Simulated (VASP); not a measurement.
Wanted: the native input for a VASP 6.6.1 run.

```yaml
Task: single point
Functional: PBE
Potentials_or_basis: VASP PAW PBE potentials, release 64 (Rb_sv, O, Co)
Cutoff: 520 eV
k_mesh: 5 × 5 × 5
Occupations: fermi-dirac, width 0.1 eV
Spin: no spin polarisation
Dipole_correction: no
Further_INCAR_settings: ALGO = Normal; EDIFF = 1e-06; NBANDS = 28
```

The structure of Rb2CoO2 lies in POSCAR:

```
Rb2CoO2
1.0
    0.0000000000      4.2292600000      0.0000000000
    4.2292600000      0.0000000000      0.0000000000
    2.1146300000      2.1146300000     -6.6728100000
Rb O Co
2 2 1
Direct
    0.3451000000      0.3451000000      0.3098000000
    0.6549000000      0.6549000000      0.6902000000
    0.1273000000      0.1273000000      0.7454000000
    0.8727000000      0.8727000000      0.2546000000
    0.0000000000      0.0000000000      0.0000000000
```

One way to write it, as run:

INCAR

```
SYSTEM = Rb2CoO2
PREC     = Accurate       ! precision mode
ENCUT    = 520            ! plane-wave cutoff, eV
EDIFF    = 1E-6           ! SCF threshold, eV
ISMEAR   = -1             ! smearing method
SIGMA    = 0.1            ! smearing width, eV
LREAL    = .FALSE.        ! projectors in reciprocal space
LASPH    = .TRUE.         ! aspherical terms in the spheres
NELM     = 80             ! most SCF steps
ALGO     = Normal         ! electronic algorithm
ISIF     = 2              ! what is computed and relaxed
LWAVE    = .FALSE.        ! write WAVECAR
LCHARG   = .FALSE.        ! write CHGCAR
GGA      = PE             ! functional
NBANDS   = 28             ! bands
```

KPOINTS

```
Automatic mesh
0
G
  5 5 5
  0 0 0
```

Potentials or basis: VASP PAW PBE potentials, release 64 (Rb_sv, O, Co).

Command:

```sh
$ cat potpaw_PBE.64/Rb_sv/POTCAR potpaw_PBE.64/O/POTCAR potpaw_PBE.64/Co/POTCAR > POTCAR
$ mpirun -np 1 vasp_std > vasp.out
```

Results of the run:

```yaml
Pressure: -1.1 GPa
Largest_force: 0.578 eV/Å
Band_gap_on_the_k_mesh: zero (an odd number of electrons rules out a gap without spin polarisation)
```

Caveat: an odd number of electrons without spin polarisation forces a metal; a magnetic or distorted state may lie lower; the run has no spin polarisation, though such a crystal can be magnetic.

Wall time 61 s on 1 thread of AMD EPYC 7R13 Processor (Zen 3) (shared host), peak memory 0.22 GiB.
